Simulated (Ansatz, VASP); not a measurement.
ZrS in VASP and in Ansatz

File INCAR:

```
ALGO = Normal
EDIFF = 1E-6
ENCUT = 520
GGA = PS
ISIF = 2
ISMEAR = 0
LASPH = True
LCHARG = False
LREAL = False
LWAVE = False
NBANDS = 16
NELM = 100
PREC = Accurate
SIGMA = 0.15
```

File KPOINTS:

```
k-points
0
Gamma
  16 16 16
```

The input POSCAR:

```
ZrS
1.0
    0.0000000000      2.6566154124      2.6435693601
    2.4499452777      0.0000000000      2.6435693601
    2.4499452777      2.6566154124      0.0000000000
Zr S
1 1
Direct
    0.0000000000      0.0000000000      0.0000000000
    0.5000000000      0.5000000000      0.5000000000
```

Input for Ansatz:

```yaml
crystal:
  lattice:
    - [0.0, 2.6566154124, 2.6435693601]
    - [2.4499452777, 0.0, 2.6435693601]
    - [2.4499452777, 2.6566154124, 0.0]
  atoms:
    - { symbol: Zr, position: [0.0, 0.0, 0.0] }
    - { symbol: S, position: [0.5, 0.5, 0.5] }
basis:
  ecutwfc: 420
kpoints:
  mp_grid: { grid: [16, 16, 16] }
hamiltonian:
  xc: pbesol
  pseudopotentials: { kind: paw, azcp: { folder: soft_1 } }
scf:
  occupations: { method: gaussian, width: 0.15 }
output:
  forces: true
  stress: true
  eigenvalues: true
```

Change from the starting cell: strain +e along x and -e along y -0.0400, strain +e along z and -e/2 along x and y +0.0233.

Alike in both runs: task single point; functional PBEsol; k mesh 16 × 16 × 16; occupations gaussian, width 0.15 eV; no spin polarisation.

|  | VASP | Ansatz |
| --- | --- | --- |
| version | VASP 6.6.1 | Ansatz 0.2.0 |
| potentials or method | VASP PAW PBE potentials, release 64 (Zr_sv, S), cutoff 520 eV | scalar-relativistic, plane waves, PAW |
| valence electrons in the cell | 18 | 18 |

|  | VASP | Ansatz | Ansatz less VASP |
| --- | --- | --- | --- |
| gap on the k mesh at the Fermi level (eV) | none | none | - |
| pressure (GPa) | 3.1 | 2.9 | -0.20 |
| traceless stress, the component that is largest in VASP (GPa) | 18.96 | 18.87 | -0.098 |

VASP's potentials were made for PBE, not for PBEsol, and Ansatz warns of the same on its side. A gap of «none» marks a metal or a gap that the smearing closes. The functional is the same, so the differences come from potentials, cutoffs and numerics.
